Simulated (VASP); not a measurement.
# Ir (Fm-3m) in VASP: single point with PBEsol

Aim: the single point of Ir with PBEsol.

All numbers are computed with VASP 6.6.1; they aren't measurements. Logs are shortened: lines on timing, memory, paths and dates and some standing lists are left out, and cuts for length are marked.

### Step 1. The cell of the first run

The structure is cubic, space group Fm-3m (No. 225). Conventional cell: a = 3.704 Å, b = 3.704 Å, c = 3.704 Å, α = 90.00°, β = 90.00°, γ = 90.00°. Within 3.5 Å of Ir (site symmetry m-3m) lie 12 Ir at 2.62 Å.

### Step 2. Single point, PBEsol

File INCAR:

```
SYSTEM = Ir
ALGO = Fast
EDIFF = 1E-7
ENCUT = 520
GGA = PS
ISIF = 2
ISMEAR = 0
LASPH = .TRUE.
LCHARG = .FALSE.
LREAL = .FALSE.
LWAVE = .FALSE.
NBANDS = 10
NELM = 60
PREC = Accurate
SIGMA = 0.1
```

File KPOINTS:

```
k-points
0
G
  48 48 48
  0 0 0
```

File POSCAR:

```
Ir
1.0
    0.0000000000      1.8520331097      1.8520331097
    1.8520331097      0.0000000000      1.8520331097
    1.8520331097      1.8520331097      0.0000000000
Ir
1
Direct
    0.0000000000      0.0000000000      0.0000000000
```

Potentials or basis: VASP PAW PBE potentials, release 64 (Ir).

Started as:

```console
cat potpaw_PBE.64/Ir/POTCAR > POTCAR
mpirun -np 1 vasp_std > vasp.out
```

OUTCAR:

```text
SYSTEM = Ir
   EDIFF = 1E-7
   ENCUT = 520
   GGA = PS
   ISIF = 2
   ISMEAR = 0
   LASPH = .TRUE.
   LREAL = .FALSE.
   NELM = 60
   PREC = Accurate

 ion  position               nearest neighbor table
   1  0.000  0.000  0.000-

  LATTYP: Found a face centered cubic cell.
 ALAT       =     3.7040662194

  Lattice vectors:

 A1 = (   0.0000000000,   1.8520331097,   1.8520331097)
 A2 = (   1.8520331097,   0.0000000000,   1.8520331097)
 A3 = (   1.8520331097,   1.8520331097,   0.0000000000)

Analysis of symmetry for initial positions (statically):
=====================================================================
 Subroutine PRICEL returns:
 Original cell was already a primitive cell.

 Routine SETGRP: Setting up the symmetry group for a
 face centered cubic supercell.

 Subroutine GETGRP returns: Found 48 space group operations
 (whereof 48 operations were pure point group operations)
 out of a pool of 48 trial point group operations.

The static configuration has the point symmetry O_h .

Analysis of symmetry for dynamics (positions and initial velocities):
=====================================================================
 Subroutine PRICEL returns:
 Original cell was already a primitive cell.

 Routine SETGRP: Setting up the symmetry group for a
 face centered cubic supercell.

 Subroutine GETGRP returns: Found 48 space group operations
 (whereof 48 operations were pure point group operations)
 out of a pool of 48 trial point group operations.

The dynamic configuration has the point symmetry O_h .

 Subroutine INISYM returns: Found 48 space group operations
 (whereof 48 operations are pure point group operations),
 and found     1 'primitive' translations

----------------------------------------------------------------------------------------

                                     Primitive cell

  volume of cell :      12.7050

  direct lattice vectors                    reciprocal lattice vectors
     0.000000000  1.852033110  1.852033110    -0.269973575  0.269973575  0.269973575
     1.852033110  0.000000000  1.852033110     0.269973575 -0.269973575  0.269973575
     1.852033110  1.852033110  0.000000000     0.269973575  0.269973575 -0.269973575

  length of vectors
     2.619170342  2.619170342  2.619170342     0.467607949  0.467607949  0.467607949

  position of ions in fractional coordinates (direct lattice)
     0.000000000  0.000000000  0.000000000

  ion indices of the primitive-cell ions
   primitive index   ion index
                 1           1

----------------------------------------------------------------------------------------

 KPOINTS: k-points

Automatic generation of k-mesh.
 Grid dimensions read from file:
 generate k-points for:   48   48   48

 Generating k-lattice:

  Cartesian coordinates                     Fractional coordinates (reciprocal lattice)
    -0.005624449  0.005624449  0.005624449     0.020833333  0.000000000  0.000000000
     0.005624449 -0.005624449  0.005624449     0.000000000  0.020833333  0.000000000
     0.005624449  0.005624449 -0.005624449     0.000000000  0.000000000  0.020833333

  Length of vectors
     0.009741832  0.009741832  0.009741832

  Shift w.r.t. Gamma in fractional coordinates (k-lattice)
     0.000000000  0.000000000  0.000000000

 Subroutine IBZKPT returns following result:
 ===========================================

 Found   2769 irreducible k-points:

 Following reciprocal coordinates:
            Coordinates               Weight
  0.000000  0.000000  0.000000      1.000000
  0.020833  0.000000  0.000000      8.000000
  0.041667  0.000000  0.000000      8.000000
  0.062500  0.000000  0.000000      8.000000
  0.083333  0.000000  0.000000      8.000000
  0.104167  0.000000  0.000000      8.000000
[... 16 lines left out ...]
  0.458333  0.000000  0.000000      8.000000
  0.479167  0.000000  0.000000      8.000000
 [... further k-points ...]
   k-points           NKPTS =   2769   k-points in BZ     NKDIM =   2769   number of bands    NBANDS=     10
   number of dos      NEDOS =    301   number of ions     NIONS =      1
   total plane-waves  NPLWV =   8000
   dimension x,y,z NGX =    20 NGY =   20 NGZ =   20
   dimension x,y,z NGXF=    40 NGYF=   40 NGZF=   40
   ions per type =               1
   NGX,Y,Z   is equivalent  to a cutoff of  12.69, 12.69, 12.69 a.u.
   NGXF,Y,Z  is equivalent  to a cutoff of  25.39, 25.39, 25.39 a.u.
 SYSTEM =  Ir
   PREC   = accura    normal or accurate (medium, high low for compatibility)
   ISTART =      0    job   : 0-new  1-cont  2-samecut
   ICHARG =      2    charge: 1-file 2-atom 10-const
   ISPIN  =      1    spin polarized calculation?
   LNONCOLLINEAR =      F non collinear calculations
   LSORBIT =      F    spin-orbit coupling
   LASPH  =      T    aspherical Exc in radial PAW
   ENCUT  =  520.0 eV  38.22 Ry    6.18 a.u.   4.87  4.87  4.87*2*pi/ulx,y,z
   NELM   =     60;   NELMIN=  2; NELMDL= -5     # of ELM steps
   EDIFF  = 0.1E-06   stopping-criterion for ELM
   LREAL  =      F    real-space projection
   EDIFFG = 0.1E-05   stopping-criterion for IOM
   NSW    =      0    number of steps for IOM
   IBRION =     -1    ionic relax: 0-MD 1-quasi-New 2-CG
   NFREE  =      0    steps in history (QN), initial steepest desc. (CG)
   ISIF   =      2    stress and relaxation
   ISYM   =      2    0-nonsym 1-usesym 2-fastsym
   POTIM  = 0.5000    time-step for ionic-motion
   TEBEG  =    0.0;   TEEND  =   0.0 temperature during run
   PSTRESS=    0.0 pullay stress
   NELECT =       9.0000    total number of electrons
   NUPDOWN=      -1.0000    fix difference up-down
   EMIN   =  10.00;   EMAX   =-10.00  energy-range for DOS
   EFERMI =   0.00;   METHOD = LEGACY
   ISMEAR =     0;   SIGMA  =   0.10  broadening in eV -4-tet -1-fermi 0-gaus
   EFERMI_NEDOS =   21; number of points for ismear=-14 and -15
   IALGO  =     68    algorithm
   IMIX   =      4    mixing-type and parameters
     AMIX     =   0.40;   BMIX     =  1.00
     AMIX_MAG =   1.60;   BMIX_MAG =  1.00
  volume/ion in A,a.u.               =      12.71        85.74
  Fermi-wavevector in a.u.,A,eV,Ry     =   1.459364  2.757798 28.976911  2.129743
  Thomas-Fermi vector in A             =   2.575940
   LORBIT       =      0    0 simple, 1 ext, 2 COOP (PROOUT), +10 PAW based schemes
   GGA     = PS    functional components
   LHFCALC =     F    Hartree Fock is set to
   AEXX    =    0.0000 exact exchange contribution
   IVDW    =     0    specifies the selected vdW correction
   LEPSILON=     F    determine dielectric tensor
   LRPA    =     F    only Hartree local field effects (RPA)
 non-spin polarized calculation
 RMM-DIIS sequential band-by-band and
 Gauss-broadening in eV      SIGMA  =   0.10
  energy-cutoff  :      520.00
  volume of cell :       12.71
 maximum number of plane-waves:       360
   NGX =  9   NGY =  9   NGZ =  9

 number of electron       8.9999999 magnetization

 Free energy of the ion-electron system (eV)
  ---------------------------------------------------
  ext. energy  EPLUGINS =         0.00000000
  ---------------------------------------------------
  free energy    TOTEN  =        -9.61911642 eV

  energy without entropy =       -9.61549762  energy(sigma->0) =       -9.61730702

 E-fermi :  12.2096     XC(G=0): -14.7395

 val. band max:       12.2085553853   @ k =  -0.3542   0.2708   0.0208
 cond. band min:      12.2111275394   @ k =   0.3125   0.2083   0.0625
 fundamental gap:      0.0025721541
 Fermi energy:        12.2095958201

 k-point     1 :       0.0000    0.0000    0.0000
  band No.  band energies     occupation
      1      -0.1736      2.00000
      2       7.6233      2.00000
      3       7.6233      2.00000
      4       7.6233      2.00000
      5      10.8399      2.00000
      6      10.8399      2.00000
      7      26.2680      0.00000
      8      32.5057      0.00000
      9      32.5057      0.00000
     10      32.5057      0.00000

 k-point     2 :       0.0208    0.0000    0.0000
  band No.  band energies     occupation
      1      -0.1517      2.00000
      2       7.6103      2.00000
      3       7.6334      2.00000
      4       7.6334      2.00000
      5      10.8325      2.00000
      6      10.8325      2.00000
      7      26.3084      0.00000
      8      32.3757      0.00000
      9      32.5434      0.00000
     10      32.5434      0.00000

 k-point     3 :       0.0417    0.0000    0.0000
  band No.  band energies     occupation
      1      -0.0861      2.00000
      2       7.5720      2.00000
      3       7.6633      2.00000
      4       7.6633      2.00000
      5      10.8109      2.00000
      6      10.8109      2.00000
      7      26.4282      0.00000
      8      32.0270      0.00000
      9      32.6561      0.00000
     10      32.6561      0.00000

 k-point     4 :       0.0625    0.0000    0.0000
  band No.  band energies     occupation
      1       0.0221      2.00000
      2       7.5110      2.00000
      3       7.7113      2.00000
      4       7.7113      2.00000
      5      10.7776      2.00000
      6      10.7776      2.00000
      7      26.6234      0.00000
      8      31.5407      0.00000
      9      32.8423      0.00000
     10      32.8423      0.00000
[... 222 lines left out ...]
 k-point    22 :       0.4375    0.0000    0.0000
  band No.  band energies     occupation
      1       2.8833      2.00000
      2       7.5492      2.00000
      3       7.5492      2.00000
      4      10.4839      2.00000
      5      13.0979      0.00000
      6      13.0979      0.00000
      7      21.4080      0.00000
      8      26.1447      0.00000
      9      33.4304      0.00000
     10      33.4304      0.00000

 k-point    23 :       0.4583    0.0000    0.0000
  band No.  band energies     occupation
      1       2.8729      2.00000
      2       7.5155      2.00000
      3       7.5155      2.00000
      4      10.8340      2.00000
      5      13.2281      0.00000
      6      13.2281      0.00000
      7      21.0008      0.00000
      8      25.9661      0.00000
      9      33.1455      0.00000
     10      33.1455      0.00000

 k-point    24 :       0.4792    0.0000    0.0000
  band No.  band energies     occupation
      1       2.8656      2.00000
      2       7.4950      2.00000
      3       7.4950      2.00000
      4      11.0644      2.00000
      5      13.3089      0.00000
      6      13.3089      0.00000
      7      20.7338      0.00000
      8      25.8610      0.00000
      9      32.9718      0.00000
     10      32.9718      0.00000

 [... further k-points ...]

------------------------ aborting loop because EDIFF is reached ----------------------------------------

  FORCE on cell =-STRESS in cart. coord.  units (eV):
  Direction    XX          YY          ZZ          XY          YZ          ZX
  --------------------------------------------------------------------------------------
  -------------------------------------------------------------------------------------
  Total        4.1313416      4.1313416      4.1313416     -0.0000000      0.0000000     -0.0000000
  in kB      520.9852798    520.9852798    520.9852798     -0.0000000      0.0000000     -0.0000000
  external PRESSURE =     520.9852798 kB  Pullay stress =       0.0000000 kB

 VOLUME and BASIS-vectors are now :
 -----------------------------------------------------------------------------
  energy-cutoff  :      520.00
  volume of cell :       12.71
      direct lattice vectors                 reciprocal lattice vectors
     0.000000000  1.852033110  1.852033110    -0.269973575  0.269973575  0.269973575
     1.852033110  0.000000000  1.852033110     0.269973575 -0.269973575  0.269973575
     1.852033110  1.852033110  0.000000000     0.269973575  0.269973575 -0.269973575

 POSITION                                       TOTAL-FORCE (eV/Angst)
 -----------------------------------------------------------------------------------
      0.00000      0.00000      0.00000        -0.000000     -0.000000     -0.000000
 -----------------------------------------------------------------------------------
    total drift:                               -0.000000     -0.000000     -0.000000

  FREE ENERGIE OF THE ION-ELECTRON SYSTEM (eV)
  ---------------------------------------------------
  free  energy   TOTEN  =        -9.6191164186 eV

  energy  without entropy=       -9.6154976216  energy(sigma->0) =       -9.61730702
```

Run time: 12 min. Hardware: 1 thread of AMD EPYC 7R13, shared host; peak memory 0.44 GiB.

Results:

```
Free energy            : -9.6191 eV
Pressure               : 52.1 GPa
Band gap on the k mesh : zero (an odd number of electrons rules out a gap without spin polarisation)
```

Caveat: the cell stands under pressure; the PAW data sets were made with another functional, which shifts forces and pressure a little; spin-orbit coupling is left out, which moves the levels of the heavy elements.
